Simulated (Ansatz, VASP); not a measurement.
**BAs: VASP beside Ansatz**

The input INCAR:

```
PREC = Accurate
ENCUT = 560
EDIFF = 1E-6
ISMEAR = -1
SIGMA = 0.05
LREAL = False
LASPH = True
NELM = 120
ALGO = Normal
ISIF = 2
LWAVE = False
LCHARG = False
GGA = B5
ALDAX = 1.0
AGGAX = 1.0
AGGAC = 1.0
ALDAC = 0.0
IVDW = 13
VDW_S6 = 1.0
VDW_S8 = 2.34076671
VDW_A1 = 0.44488865
VDW_A2 = 4.0933009
NBANDS = 16
GGA_COMPAT = False
```

Contents of KPOINTS:

```
Automatic mesh
0
Gamma
  10 10 10
```

POSCAR

```
BAs
1.0
    0.0000000000      2.3397414207      2.3397414207
    2.3397414207      0.0000000000      2.3397414207
    2.3397414207      2.3397414207      0.0000000000
As B
1 1
Direct
    0.7500000000      0.7500000000      0.7500000000
    0.0000000000      0.0000000000      0.0000000000
```

input.yaml

```yaml
crystal:
  lattice:
    - [0.0, 2.3397414207, 2.3397414207]
    - [2.3397414207, 0.0, 2.3397414207]
    - [2.3397414207, 2.3397414207, 0.0]
  atoms:
    - { symbol: As, position: [0.75, 0.75, 0.75] }
    - { symbol: B, position: [0.0, 0.0, 0.0] }
hamiltonian:
  xc: blyp
  pseudopotentials: { kind: paw }
  dispersion: d4
kpoints:
  mp_grid: { grid: [10, 10, 10] }
scf:
  occupations: { method: fermi_dirac, width: 0.05 }
output:
  forces: true
  stress: true
  eigenvalues: true
```

Alike in both runs: task single point; functional BLYP; dispersion D4; k mesh 10 × 10 × 10; occupations fermi-dirac, width 0.05 eV; no spin polarisation.

|  | VASP | Ansatz |
| --- | --- | --- |
| version | VASP 6.6.1 | Ansatz 0.2.0 |
| potentials or method | VASP PAW PBE potentials, release 64 (As_d, B) | Ansatz PAW |
| plane-wave cutoff (eV) | 560 | 420 |
| valence electrons in the cell | 18 | 18 |

VASP gave:

| Property | Result |
| --- | --- |
| gap on the k mesh at the Fermi level (eV) | 1.36 |
| least direct gap on the mesh (eV) | 3.45 |
| pressure (GPa) | 8.3 |

Q: What did Ansatz give for the same quantities?

A: gap on the k mesh at the Fermi level (eV): 1.36; least direct gap on the mesh (eV): 3.45; pressure (GPa): 8.0.

VASP's potentials were made for PBE, not for BLYP.
